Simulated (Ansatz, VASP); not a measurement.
## Two plane-wave programs on CsSnI3

The input INCAR:

```
PREC = Accurate ; ENCUT = 520
EDIFF = 1E-6 ; ISMEAR = 0
SIGMA = 0.03 ; LREAL = False
LASPH = True ; NELM = 60
ALGO = Normal ; ISIF = 2
LWAVE = False ; LCHARG = False
GGA = PE ; NBANDS = 30
```

The input KPOINTS:

```
Automatic mesh
0
Gamma
  6 6 6
```

Contents of POSCAR:

```
CsSnI3
1.0
    6.3918710000      0.0000000000      0.0000000000
    0.0000000000      6.3918710000      0.0000000000
    0.0000000000      0.0000000000      6.2057000000
Cs Sn I
1 1 3
Direct
    0.0000000000      0.0000000000      0.0000000000
    0.5000000000      0.5000000000      0.5000000000
    0.0000000000      0.5000000000      0.5000000000
    0.5000000000      0.0000000000      0.5000000000
    0.5000000000      0.5000000000      0.0000000000
```

Input for Ansatz:

```yaml
crystal:
  lattice:
    - [6.391871, 0.0, 0.0]
    - [0.0, 6.391871, 0.0]
    - [0.0, 0.0, 6.2057]
  atoms:
    - { symbol: Cs, position: [0.0, 0.0, 0.0] }
    - { symbol: Sn, position: [0.5, 0.5, 0.5] }
    - { symbol: I, position: [0.0, 0.5, 0.5] }
    - { symbol: I, position: [0.5, 0.0, 0.5] }
    - { symbol: I, position: [0.5, 0.5, 0.0] }
basis:
  ecutwfc: 420
kpoints:
  mp_grid: { grid: [6, 6, 6] }
hamiltonian:
  xc: pbe
scf:
  occupations: { method: gaussian, width: 0.03 }
output:
  forces: true
  stress: true
  eigenvalues: true
```

Change from the starting cell: strain +0.030 along x and y, +0.000 along z, atoms carried along.

Alike in both runs: task single point; functional PBE; k mesh 6 × 6 × 6; occupations gaussian, width 0.03 eV; no spin polarisation.

```csv
,VASP,Ansatz
version,VASP 6.6.1,Ansatz 0.2.0
potentials or method,"VASP PAW PBE potentials, release 64 (Cs_sv, Sn_d, I), cutoff 520 eV","scalar-relativistic, plane waves, PAW"
valence electrons in the cell,44,74
```

```csv
,VASP,Ansatz,Ansatz less VASP
gap on the k mesh at the Fermi level (eV),0.49,0.50,+0.005
least direct gap on the mesh (eV),0.49,0.50,+0.005
pressure (GPa),-0.3,-0.3,0.00
"traceless stress, the component that is largest in VASP (GPa)",0.58,0.58,0.000
```

VASP's potentials hold 44 valence electrons a cell and Ansatz's 74, so a difference there can come from the potentials and not from the codes.

Spin-orbit coupling is off throughout.
